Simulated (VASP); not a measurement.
Si3N4, 14 atoms in the cell. The structure is hexagonal, space group P6_3/m (No. 176). Conventional cell: a = 7.919 Å, b = 7.919 Å, c = 3.015 Å, α = 90.00°, β = 90.00°, γ = 120.00°. Within 2.4 Å of Si (site symmetry m) lie 4 N at 1.80 Å. N (site symmetry m) has 3 Si at 1.80 Å within 2.4 Å. Within 2.4 Å of N (site symmetry -6) lie 3 Si at 1.80 Å. 

| Quantity | Value |
| --- | --- |
| Program | VASP 6.6.1 |
| Task | single point |
| Functional | PBE |
| Potentials or basis | VASP PAW PBE potentials, release 64 (Si, N) |
| Cutoff | 520 eV |
| k mesh | 6 × 6 × 8 |
| Occupations | gaussian, width 0.02 eV |
| Spin | no spin polarisation |
| Dipole correction | no |
| Further INCAR settings | ALGO = Normal; EDIFF = 1e-06; NBANDS = 45 |

Potentials or basis: VASP PAW PBE potentials, release 64 (Si, N).

Command:

```bash
$ cat potpaw_PBE.64/Si/POTCAR potpaw_PBE.64/N/POTCAR > POTCAR
$ mpirun -np 1 vasp_std > vasp.out
```

Hardware: 1 thread of Oxide Virtual Turin-like Processor, with other jobs on the host.

Problem. Estimate the wall time of this run.

Solution. Wall time 9.3 min on 1 thread of Oxide Virtual Turin-like Processor (shared host), peak memory 0.36 GiB. Counts: scf iterations 15, k points 40.
